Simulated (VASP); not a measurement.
Runs of VASP 6.6.1 on Os. The structure is that of space group Fm-3m (No. 225), or close to it. The cells are those of the table. This isn't the form of Os at room conditions, which is hcp.

```csv
level,potentials or basis,spin,U,cell,k mesh,cutoff (eV),smearing,grid for exact exchange (PRECFOCK),share of exact exchange,gap on the mesh (eV),pressure (GPa)
B3LYP5,"VASP PAW PBE potentials, release 64 (Os)",off,-,"a = 2.751 Å, angles 60.0°, 1 atom",8 × 8 × 8,520,methfessel-paxton 0.05 eV,Normal,0.2,none,-4.4
LDA,"VASP PAW LDA potentials, release 64 (Os)",off,-,"a = 2.751 Å, angles 60.0°, 1 atom",12 × 12 × 12,600,fermi-dirac 0.05 eV,-,-,none,-25.2
PBEsol+D3(BJ)+U,"VASP PAW PBE potentials, release 64 (Os_sv_GW)",off,Os d U = 3.0 eV,"a = 2.745, b = 2.738, c = 2.701 Å, angles 60.4, 61.2, 61.8°, 1 atom",9 × 9 × 9,560,fermi-dirac 0.05 eV,-,-,none,-28.6
r2SCAN,"VASP PAW PBE potentials, release 64 (Os)","non-collinear, zero start, SOC",-,"a = 2.787 Å, angles 60.0°, 1 atom",12 × 12 × 12,660,gaussian 0.025 eV,-,-,-,(a)
```

Problem. Estimate the missing entries.

Solution. (a) -28.0.

Caveats: the cell stands under tension; the PAW data sets were made with another functional, which shifts forces and pressure a little (at least some runs); spin-orbit coupling is left out, which moves the levels of the heavy elements (at least some runs); U without spin polarisation on a metal has little footing (at least some runs); the U is typed as a test and isn't derived for this compound (at least some runs).

A k mesh can miss the band edges, and rows without SOC leave out spin-orbit coupling on Os.

A gap of «none» marks levels without a gap at the run's occupations.

The runs don't all hold the same shells in valence.
